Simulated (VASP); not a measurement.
Set up this calculation in VASP 6.6.1, as the native input.

```
Task                   : single point
Functional             : PBE
Potentials or basis    : VASP PAW PBE potentials, release 64 (Na_pv, H)
Cutoff                 : 520 eV
k mesh                 : 6 × 6 × 6
Occupations            : gaussian, width 0.1 eV
Spin                   : no spin polarisation
Dipole correction      : no
Further INCAR settings : ALGO = Normal; EDIFF = 1e-06; NBANDS = 16
```

The structure of Na2H3 lies in POSCAR:

```
Na2H3
1.0
    1.5559169918      0.8983090940      7.2124645045
   -1.5559169918      0.8983090940      7.2124645045
    0.0000000000     -1.7966181880      7.2124645045
Na H
2 3
Direct
    0.4000000000      0.4000000000      0.4000000000
    0.6000000000      0.6000000000      0.6000000000
    0.0000000000      0.0000000000      0.0000000000
    0.2095000000      0.2095000000      0.2095000000
    0.7905000000      0.7905000000      0.7905000000
```

These files were run (other wordings do the same):

INCAR

```
SYSTEM = Na2H3
PREC = Accurate
ENCUT = 520
EDIFF = 1E-6
ISMEAR = 0
SIGMA = 0.1
LREAL = .FALSE.
LASPH = .TRUE.
NELM = 60
ALGO = Normal
ISIF = 2
LWAVE = .FALSE.
LCHARG = .TRUE.
GGA = PE
LELF = .TRUE.
LVHAR = .TRUE.
NBANDS = 16
```

KPOINTS

```
Automatic mesh
0
G
  6 6 6
  0 0 0
```

Potentials or basis: VASP PAW PBE potentials, release 64 (Na_pv, H).

The run is started by

```console
$ cat potpaw_PBE.64/Na_pv/POTCAR potpaw_PBE.64/H/POTCAR > POTCAR
$ mpirun -np 1 vasp_std > vasp.out
```

It gave:

```yaml
Pressure: 4.0 GPa
Largest_force: 0.310 eV/Å
Band_gap_on_the_k_mesh: zero (an odd number of electrons rules out a gap without spin polarisation)
```

Caveat: the k points lie up to 0.39 Å⁻¹ apart, too coarse for converged energies and pressures of a metal; an odd number of electrons without spin polarisation forces a metal; a magnetic or distorted state may lie lower.

Run time: 6 min on 1 thread of Intel Xeon 8259CL, on a shared host, peak memory 0.42 GiB.
